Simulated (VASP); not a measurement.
# Zn (Pm-3m) in VASP: notebook

Runs on Zn. Level: PBE. Tasks: single point.

All numbers are computed with VASP 6.6.1; they aren't measurements. Logs are shortened: lines on timing, memory, paths and dates and some standing lists are left out, and cuts for length are marked.

## (1) The cell of the first run

It takes space group Pm-3m (No. 221, cubic). The conventional cell has a = 2.596 Å, b = 2.596 Å, c = 2.596 Å, α = 90.00°, β = 90.00°, γ = 90.00°. Zn (site symmetry m-3m) has 6 Zn at 2.60 Å within 3.4 Å.

## (2) Single point, PBE

The input, INCAR:

```
PREC = Accurate
ENCUT = 520
EDIFF = 1E-6
ISMEAR = -1
SIGMA = 0.06122561905347299
LREAL = False
LASPH = True
NELM = 80
ALGO = Normal
ISIF = 2
LWAVE = False
LCHARG = True
GGA = PE
LELF = True
LVHAR = True
NBANDS = 12
```

The input, KPOINTS:

```
Automatic mesh
0
Gamma
  41 41 41
```

The input, POSCAR:

```
Zn
1.0
    2.5956669445      0.0000000000      0.0000000000
    0.0000000000      2.5956669445      0.0000000000
    0.0000000000      0.0000000000      2.5956669445
Zn
1
Direct
    0.0000000000      0.0000000000      0.0000000000
```

Potentials or basis: VASP PAW PBE potentials, release 64 (Zn).

Run with:

```bash
> cat potpaw_PBE.64/Zn/POTCAR > POTCAR
> mpirun -np 1 vasp_std > vasp.out
```

OUTCAR:

```text
PREC = Accurate
   ENCUT = 520
   EDIFF = 1E-6
   ISMEAR = -1
   LREAL = False
   LASPH = True
   NELM = 80
   ISIF = 2
   GGA = PE

 ion  position               nearest neighbor table
   1  0.000  0.000  0.000-

  LATTYP: Found a simple cubic cell.
 ALAT       =     2.5956669445

  Lattice vectors:

 A1 = (   2.5956669445,   0.0000000000,   0.0000000000)
 A2 = (   0.0000000000,   2.5956669445,   0.0000000000)
 A3 = (   0.0000000000,   0.0000000000,   2.5956669445)

Analysis of symmetry for initial positions (statically):
=====================================================================
 Subroutine PRICEL returns:
 Original cell was already a primitive cell.

 Routine SETGRP: Setting up the symmetry group for a
 simple cubic supercell.

 Subroutine GETGRP returns: Found 48 space group operations
 (whereof 48 operations were pure point group operations)
 out of a pool of 48 trial point group operations.

The static configuration has the point symmetry O_h .

Analysis of symmetry for dynamics (positions and initial velocities):
=====================================================================
 Subroutine PRICEL returns:
 Original cell was already a primitive cell.

 Routine SETGRP: Setting up the symmetry group for a
 simple cubic supercell.

 Subroutine GETGRP returns: Found 48 space group operations
 (whereof 48 operations were pure point group operations)
 out of a pool of 48 trial point group operations.

The dynamic configuration has the point symmetry O_h .

 Subroutine INISYM returns: Found 48 space group operations
 (whereof 48 operations are pure point group operations),
 and found     1 'primitive' translations

----------------------------------------------------------------------------------------

                                     Primitive cell

  volume of cell :      17.4883

  direct lattice vectors                    reciprocal lattice vectors
     2.595666945  0.000000000  0.000000000     0.385257439  0.000000000  0.000000000
     0.000000000  2.595666945  0.000000000     0.000000000  0.385257439  0.000000000
     0.000000000  0.000000000  2.595666945     0.000000000  0.000000000  0.385257439

  length of vectors
     2.595666945  2.595666945  2.595666945     0.385257439  0.385257439  0.385257439

  position of ions in fractional coordinates (direct lattice)
     0.000000000  0.000000000  0.000000000

  ion indices of the primitive-cell ions
   primitive index   ion index
                 1           1

----------------------------------------------------------------------------------------

 KPOINTS: Automatic mesh

Automatic generation of k-mesh.
 Grid dimensions read from file:
 generate k-points for:   41   41   41

 Generating k-lattice:

  Cartesian coordinates                     Fractional coordinates (reciprocal lattice)
     0.009396523  0.000000000  0.000000000     0.024390244  0.000000000  0.000000000
     0.000000000  0.009396523  0.000000000     0.000000000  0.024390244  0.000000000
     0.000000000  0.000000000  0.009396523     0.000000000  0.000000000  0.024390244

  Length of vectors
     0.009396523  0.009396523  0.009396523

  Shift w.r.t. Gamma in fractional coordinates (k-lattice)
     0.000000000  0.000000000  0.000000000

 Subroutine IBZKPT returns following result:
 ===========================================

 Found   1771 irreducible k-points:

 Following reciprocal coordinates:
            Coordinates               Weight
  0.000000  0.000000  0.000000      1.000000
  0.024390  0.000000  0.000000      6.000000
  0.048780  0.000000  0.000000      6.000000
  0.073171  0.000000  0.000000      6.000000
  0.097561  0.000000  0.000000      6.000000
  0.121951  0.000000  0.000000      6.000000
[... 16 lines left out ...]
  0.048780  0.024390  0.000000     24.000000
  0.073171  0.024390  0.000000     24.000000
 [... further k-points ...]
   k-points           NKPTS =   1771   k-points in BZ     NKDIM =   1771   number of bands    NBANDS=     12
   number of dos      NEDOS =    301   number of ions     NIONS =      1
   total plane-waves  NPLWV =   8000
   dimension x,y,z NGX =    20 NGY =   20 NGZ =   20
   dimension x,y,z NGXF=    40 NGYF=   40 NGZF=   40
   ions per type =               1
   NGX,Y,Z   is equivalent  to a cutoff of  12.81, 12.81, 12.81 a.u.
   NGXF,Y,Z  is equivalent  to a cutoff of  25.62, 25.62, 25.62 a.u.
 SYSTEM =  unknown system
   PREC   = accura    normal or accurate (medium, high low for compatibility)
   ISTART =      0    job   : 0-new  1-cont  2-samecut
   ICHARG =      2    charge: 1-file 2-atom 10-const
   ISPIN  =      1    spin polarized calculation?
   LNONCOLLINEAR =      F non collinear calculations
   LSORBIT =      F    spin-orbit coupling
   LASPH  =      T    aspherical Exc in radial PAW
   ENCUT  =  520.0 eV  38.22 Ry    6.18 a.u.   4.83  4.83  4.83*2*pi/ulx,y,z
   NELM   =     80;   NELMIN=  2; NELMDL= -5     # of ELM steps
   EDIFF  = 0.1E-05   stopping-criterion for ELM
   LREAL  =      F    real-space projection
   EDIFFG = 0.1E-04   stopping-criterion for IOM
   NSW    =      0    number of steps for IOM
   IBRION =     -1    ionic relax: 0-MD 1-quasi-New 2-CG
   NFREE  =      0    steps in history (QN), initial steepest desc. (CG)
   ISIF   =      2    stress and relaxation
   ISYM   =      2    0-nonsym 1-usesym 2-fastsym
   POTIM  = 0.5000    time-step for ionic-motion
   TEBEG  =    0.0;   TEEND  =   0.0 temperature during run
   PSTRESS=    0.0 pullay stress
   NELECT =      12.0000    total number of electrons
   NUPDOWN=      -1.0000    fix difference up-down
   EMIN   =  10.00;   EMAX   =-10.00  energy-range for DOS
   EFERMI =   0.00;   METHOD = LEGACY
   ISMEAR =    -1;   SIGMA  =   0.06  broadening in eV -4-tet -1-fermi 0-gaus
   EFERMI_NEDOS =   21; number of points for ismear=-14 and -15
   IALGO  =     38    algorithm
   IMIX   =      4    mixing-type and parameters
     AMIX     =   0.40;   BMIX     =  1.00
     AMIX_MAG =   1.60;   BMIX_MAG =  1.00
  volume/ion in A,a.u.               =      17.49       118.02
  Fermi-wavevector in a.u.,A,eV,Ry     =   1.443953  2.728675 28.368136  2.084999
  Thomas-Fermi vector in A             =   2.562302
   LORBIT       =      0    0 simple, 1 ext, 2 COOP (PROOUT), +10 PAW based schemes
   GGA     = PE    functional components
   LHFCALC =     F    Hartree Fock is set to
   AEXX    =    0.0000 exact exchange contribution
   IVDW    =     0    specifies the selected vdW correction
   LEPSILON=     F    determine dielectric tensor
   LRPA    =     F    only Hartree local field effects (RPA)
 non-spin polarized calculation
  energy-cutoff  :      520.00
  volume of cell :       17.49
 maximum number of plane-waves:       485
 NGX is ok and might be reduce to    20
   NGX =  9   NGY =  9   NGZ =  9

 number of electron      11.9999965 magnetization

 Free energy of the ion-electron system (eV)
  ---------------------------------------------------
  ext. energy  EPLUGINS =         0.00000000
  ---------------------------------------------------
  free energy    TOTEN  =        -0.87865387 eV

  energy without entropy =       -0.87453340  energy(sigma->0) =       -0.87659364

 E-fermi :   1.9979     XC(G=0): -10.7655

 val. band max:        1.9963391855   @ k =   0.3902   0.0244   0.0000
 cond. band min:       2.0007669526   @ k =   0.4878   0.3415   0.0000
 fundamental gap:      0.0044277671
 Fermi energy:         1.9979085941

 k-point     1 :       0.0000    0.0000    0.0000
  band No.  band energies     occupation
      1      -7.2160      2.00000
      2      -6.0001      2.00000
      3      -6.0001      2.00000
      4      -4.7682      2.00000
      5      -4.7682      2.00000
      6      -4.7682      2.00000
      7      14.5462      0.00000
      8      14.5462      0.00000
      9      14.5462      0.00000
     10      17.4811      0.00000
     11      17.4811      0.00000
     12      20.3416      0.00000

 k-point     2 :       0.0244    0.0000    0.0000
  band No.  band energies     occupation
      1      -7.2024      2.00000
      2      -5.9993      2.00000
      3      -5.9963      2.00000
      4      -4.7704      2.00000
      5      -4.7704      2.00000
      6      -4.7680      2.00000
      7      14.2502      0.00000
      8      14.5620      0.00000
      9      14.5620      0.00000
     10      17.4910      0.00000
     11      17.7297      0.00000
     12      20.4192      0.00000

 k-point     3 :       0.0488    0.0000    0.0000
  band No.  band energies     occupation
      1      -7.1618      2.00000
      2      -5.9970      2.00000
      3      -5.9847      2.00000
      4      -4.7769      2.00000
      5      -4.7769      2.00000
      6      -4.7675      2.00000
      7      13.5660      0.00000
      8      14.6096      0.00000
      9      14.6096      0.00000
     10      17.5208      0.00000
     11      18.2433      0.00000
     12      20.6802      0.00000

 k-point     4 :       0.0732    0.0000    0.0000
  band No.  band energies     occupation
      1      -7.0948      2.00000
      2      -5.9932      2.00000
      3      -5.9650      2.00000
      4      -4.7876      2.00000
      5      -4.7876      2.00000
      6      -4.7666      2.00000
      7      12.7307      0.00000
      8      14.6885      0.00000
      9      14.6885      0.00000
     10      17.5705      0.00000
     11      18.7249      0.00000
     12      21.1843      0.00000

 k-point     5 :       0.0976    0.0000    0.0000
  band No.  band energies     occupation
      1      -7.0026      2.00000
      2      -5.9880      2.00000
      3      -5.9361      2.00000
      4      -4.8021      2.00000
      5      -4.8021      2.00000
      6      -4.7654      2.00000
      7      11.8425      0.00000
      8      14.7985      0.00000
      9      14.7985      0.00000
     10      17.6402      0.00000
     11      19.0681      0.00000
     12      21.9387      0.00000

 k-point     6 :       0.1220    0.0000    0.0000
  band No.  band energies     occupation
      1      -6.8875      2.00000
      2      -5.9815      2.00000
      3      -5.8965      2.00000
      4      -4.8201      2.00000
      5      -4.8201      2.00000
      6      -4.7638      2.00000
      7      10.9392      0.00000
      8      14.9391      0.00000
      9      14.9391      0.00000
     10      17.7301      0.00000
     11      19.3034      0.00000
     12      22.8737      0.00000

 k-point     7 :       0.1463    0.0000    0.0000
  band No.  band energies     occupation
      1      -6.7531      2.00000
      2      -5.9740      2.00000
      3      -5.8428      2.00000
      4      -4.8412      2.00000
      5      -4.8412      2.00000
      6      -4.7621      2.00000
      7      10.0373      0.00000
      8      15.1094      0.00000
      9      15.1094      0.00000
     10      17.8404      0.00000
     11      19.4844      0.00000
     12      23.9167      0.00000

 k-point     8 :       0.1707    0.0000    0.0000
  band No.  band energies     occupation
      1      -6.6058      2.00000
      2      -5.9654      2.00000
      3      -5.7695      2.00000
      4      -4.8648      2.00000
      5      -4.8648      2.00000
      6      -4.7601      2.00000
      7       9.1453      0.00000
      8      15.3088      0.00000
      9      15.3088      0.00000
     10      17.9713      0.00000
     11      19.6436      0.00000
     12      25.0222      0.00000
[... 166 lines left out ...]
 k-point    20 :       0.4634    0.0000    0.0000
  band No.  band energies     occupation
      1      -5.8683      2.00000
      2      -5.7956      2.00000
      3      -5.1227      2.00000
      4      -5.1227      2.00000
      5      -4.7374      2.00000
      6      -1.7263      2.00000
      7       0.0136      2.00000
      8      19.0386      0.00000
      9      19.0386      0.00000
     10      21.2450      0.00000
     11      21.5992      0.00000
     12      22.6914      0.00000

 k-point    21 :       0.4878    0.0000    0.0000
  band No.  band energies     occupation
      1      -5.8667      2.00000
      2      -5.7893      2.00000
      3      -5.1267      2.00000
      4      -5.1267      2.00000
      5      -4.7371      2.00000
      6      -1.1736      2.00000
      7      -0.5918      2.00000
      8      19.1781      0.00000
      9      19.1781      0.00000
     10      21.6194      0.00000
     11      21.6530      0.00000
     12      22.2651      0.00000

 k-point    22 :       0.0244    0.0244    0.0000
  band No.  band energies     occupation
      1      -7.1888      2.00000
      2      -5.9970      2.00000
      3      -5.9940      2.00000
      4      -4.7726      2.00000
      5      -4.7705      2.00000
      6      -4.7699      2.00000
      7      14.2088      0.00000
      8      14.3252      0.00000
      9      14.5779      0.00000
     10      17.6200      0.00000
     11      17.8622      0.00000
     12      20.4919      0.00000

 k-point    23 :       0.0488    0.0244    0.0000
  band No.  band energies     occupation
      1      -7.1482      2.00000
      2      -5.9941      2.00000
      3      -5.9831      2.00000
      4      -4.7791      2.00000
      5      -4.7767      2.00000
      6      -4.7696      2.00000
      7      13.5715      0.00000
      8      14.3275      0.00000
      9      14.6254      0.00000
     10      17.6922      0.00000
     11      18.3460      0.00000
     12      20.7383      0.00000

 k-point    24 :       0.0732    0.0244    0.0000
  band No.  band energies     occupation
      1      -7.0812      2.00000
      2      -5.9902      2.00000
      3      -5.9635      2.00000
      4      -4.7897      2.00000
      5      -4.7874      2.00000
      6      -4.7687      2.00000
      7      12.7401      0.00000
      8      14.4022      0.00000
      9      14.7044      0.00000
     10      17.7500      0.00000
     11      18.8392      0.00000
     12      21.2226      0.00000

 [... further k-points ...]
[... 5 lines left out ...]
  --------------------------------------------------------------------------------------
  -------------------------------------------------------------------------------------
  Total        0.2490327      0.2490327      0.2490327     -0.0000000     -0.0000000      0.0000000
  in kB       22.8149768     22.8149768     22.8149768     -0.0000000     -0.0000000      0.0000000
  external PRESSURE =      22.8149768 kB  Pullay stress =       0.0000000 kB

 VOLUME and BASIS-vectors are now :
 -----------------------------------------------------------------------------
  energy-cutoff  :      520.00
  volume of cell :       17.49
      direct lattice vectors                 reciprocal lattice vectors
     2.595666945  0.000000000  0.000000000     0.385257439  0.000000000  0.000000000
     0.000000000  2.595666945  0.000000000     0.000000000  0.385257439  0.000000000
     0.000000000  0.000000000  2.595666945     0.000000000  0.000000000  0.385257439

 POSITION                                       TOTAL-FORCE (eV/Angst)
 -----------------------------------------------------------------------------------
      0.00000      0.00000      0.00000         0.000000      0.000000      0.000000
 -----------------------------------------------------------------------------------
    total drift:                                0.000000      0.000000      0.000000

  FREE ENERGIE OF THE ION-ELECTRON SYSTEM (eV)
  ---------------------------------------------------
  free  energy   TOTEN  =        -0.8786538663 eV

  energy  without entropy=       -0.8745334041  energy(sigma->0) =       -0.87659364
```

Wall time 2.1 min (1 thread of Intel Xeon Platinum 8488C (Sapphire Rapids), shared host); peak memory 0.43 GiB.

What came out:

```yaml
Free_energy: -0.8787 eV
Pressure: 2.3 GPa
Band_gap_on_the_k_mesh: zero (band 6 reaches 7.56 eV, above the bottom of band 7 at -0.59 eV)
```

## (3) Single point, PBE

This run uses another cell than the first one, of 17.85 Å³/atom, 1.021 times its volume.

The input, INCAR:

```
ALGO = Normal
EDIFF = 1E-7
ENCUT = 520
GGA = PE
ISIF = 2
ISMEAR = -1
LASPH = T
LCHARG = F
LREAL = F
LWAVE = F
NBANDS = 12
NELM = 80
PREC = Accurate
SIGMA = 0.06122561905347299
```

The input, KPOINTS:

```
k-points
0
Gamma
  41 41 41
```

The input, POSCAR:

```
Zn
1.0
    2.6135686615      0.0000000000      0.0000000000
    0.0000000000      2.6135686615      0.0000000000
    0.0000000000      0.0000000000      2.6135686615
Zn
1
Direct
    0.0000000000      0.0000000000      0.0000000000
```

Potentials or basis: VASP PAW PBE potentials, release 64 (Zn).

Run with:

```bash
> cat potpaw_PBE.64/Zn/POTCAR > POTCAR
> mpirun -np 1 vasp_std > vasp.out
```

Wall time 2.6 min (1 thread of Intel Xeon Platinum 8488C (Sapphire Rapids), shared host); peak memory 0.44 GiB.

Results (log left out):

```
Free energy            : -0.8826 eV
Pressure               : 1.2 GPa
Band gap on the k mesh : zero (band 6 reaches 7.36 eV, above the bottom of band 7 at -0.68 eV)
```

Levels at points of the mesh, in eV from the Fermi level:
```tsv
k point	band 4	band 5	band 6	band 7	band 8	band 9
(0.00, 0.00, 0.00)	-6.75	-6.75	-6.75	12.38	12.38	12.38
```
